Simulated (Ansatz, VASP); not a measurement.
Two plane-wave programs on Ta

File POSCAR:

```
Ta
1.0
   -1.5130023529      1.5130023529      1.9669030588
    1.5130023529     -1.5130023529      1.9669030588
    1.5130023529      1.5130023529     -1.9669030588
Ta
1
Direct
    0.0000000000      0.0000000000      0.0000000000
```

The input INCAR.step1:

```
SYSTEM = Ta
PREC = Accurate
ENCUT = 520
ISMEAR = 0
SIGMA = 0.15
LREAL = .False.
LASPH = .True.
NELM = 60
NBANDS = 12
GGA = PE
ALGO = Normal
EDIFF = 1E-4
LWAVE = .True.
LCHARG = .False.
```

The input INCAR.step2:

```
SYSTEM = Ta
PREC = Accurate
ENCUT = 520
EDIFF = 1E-7
ISMEAR = 0
SIGMA = 0.15
LREAL = .False.
LASPH = .True.
NELM = 60
ALGO = Normal
ISIF = 2
LWAVE = .False.
LCHARG = .False.
METAGGA = R2SCAN
LMIXTAU = .True.
NBANDS = 12
ISTART = 1
```

KPOINTS

```
regular mesh
0
Gamma
  22 22 22
  0 0 0
```

Input for Ansatz:

```yaml
crystal:
  lattice:
    - [-1.5130023529, 1.5130023529, 1.9669030588]
    - [1.5130023529, -1.5130023529, 1.9669030588]
    - [1.5130023529, 1.5130023529, -1.9669030588]
  atoms:
    - { symbol: Ta, position: [0.0, 0.0, 0.0] }
basis:
  ecutwfc: 500
kpoints:
  mp_grid: { grid: [22, 22, 22] }
hamiltonian:
  xc: r2scan
scf:
  occupations: { method: gaussian, width: 0.15 }
output:
  forces: true
  stress: true
  eigenvalues: true
```

Alike in both runs: task single point; functional r2SCAN; k mesh 22 × 22 × 22; occupations gaussian, width 0.15 eV; no spin polarisation.

```csv
,VASP,Ansatz
version,VASP 6.6.1,Ansatz 0.2.0
potentials or method,"VASP PAW PBE potentials, release 64 (Ta_pv), cutoff 520 eV","scalar-relativistic, plane waves, PAW"
valence electrons in the cell,11,13
```

```csv
,VASP,Ansatz,Ansatz less VASP
gap on the k mesh at the Fermi level (eV),none,none,-
pressure (GPa),6.3,5.7,-0.61
"traceless stress, the component that is largest in VASP (GPa)",-9.08,-9.14,-0.057
```

VASP's potentials were made for PBE, not for r2SCAN. A gap of «none» marks a metal or a gap that the smearing closes. VASP's potentials hold 11 valence electrons a cell and Ansatz's 13, so a difference there can come from the potentials and not from the codes.

Neither program's run includes spin-orbit coupling.
